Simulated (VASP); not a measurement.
Wanted: the native input for a VASP 6.6.1 run.

- Task: single point
- Functional: r2SCAN
- Dispersion: rVV10
- Potentials or basis: VASP PAW PBE potentials, release 64 (Mo_sv, S)
- Cutoff: 520 eV
- k mesh: 9 × 9 × 4
- Occupations: fermi-dirac, width 0.05 eV
- Spin: no spin polarisation
- Dipole correction: no
- Further INCAR settings: ALGO = Normal; EDIFF = 1e-07; NBANDS = 20

The system is MoS2.

```
CELL_PARAMETERS angstrom
3.22746 0.00000 0.00000
-1.61373 2.79507 0.00000
0.00000 0.00000 6.31247
ATOMIC_POSITIONS crystal
Mo 0.00000 0.00000 0.50000
S 0.66667 0.33333 0.74468
S 0.33333 0.66667 0.25532
```

The input as run:

POSCAR

```
MoS2
1.0
    3.2274645616      0.0000000000      0.0000000000
   -1.6137322808      2.7950663001      0.0000000000
    0.0000000000      0.0000000000      6.3124734200
Mo S
1 2
Direct
    0.0000000000      0.0000000000      0.5000000000
    0.6666666667      0.3333333333      0.7446806800
    0.3333333333      0.6666666667      0.2553193200
```

INCAR.step1

```
SYSTEM = MoS2
PREC = Accurate ; ENCUT = 520
ISMEAR = -1 ; SIGMA = 0.05
LREAL = .FALSE. ; LASPH = .TRUE.
NELM = 100 ; NBANDS = 20
GGA = PE ; ALGO = Normal
EDIFF = 1E-4 ; LWAVE = .TRUE.
LCHARG = .FALSE.
```

INCAR.step2

```
SYSTEM = MoS2
PREC = Accurate ; ENCUT = 520
EDIFF = 1E-7 ; ISMEAR = -1
SIGMA = 0.05 ; LREAL = .FALSE.
LASPH = .TRUE. ; NELM = 100
ALGO = Normal ; ISIF = 2
LWAVE = .FALSE. ; LCHARG = .TRUE.
METAGGA = R2SCAN ; LMIXTAU = .TRUE.
LUSE_VDW = .TRUE. ; IVDW_NL = 2
BPARAM = 11.95 ; CPARAM = 0.0093
LELF = .TRUE. ; LVHAR = .TRUE.
NBANDS = 20 ; ISTART = 1
```

KPOINTS

```
Automatic mesh
0
G
  9 9 4
  0 0 0
```

Potentials or basis: VASP PAW PBE potentials, release 64 (Mo_sv, S).

Command:

```bash
$ cat potpaw_PBE.64/Mo_sv/POTCAR potpaw_PBE.64/S/POTCAR > POTCAR
$ cp INCAR.step1 INCAR
$ mpirun -np 1 vasp_std > vasp.out
$ cp INCAR.step2 INCAR
$ mpirun -np 1 vasp_std > vasp.out
```

Results of the run:

```yaml
Pressure: -1.0 GPa
Largest_force: 0.152 eV/Å
Band_gap_on_the_k_mesh: zero (bands 13 and 14 overlap by 1.19 eV)
```

Caveat: the PAW data sets were made with another functional, which shifts forces and pressure a little.

It took 5.5 min on 1 thread of Intel Xeon 8259CL, with other jobs on the host, peak memory 0.31 GiB.
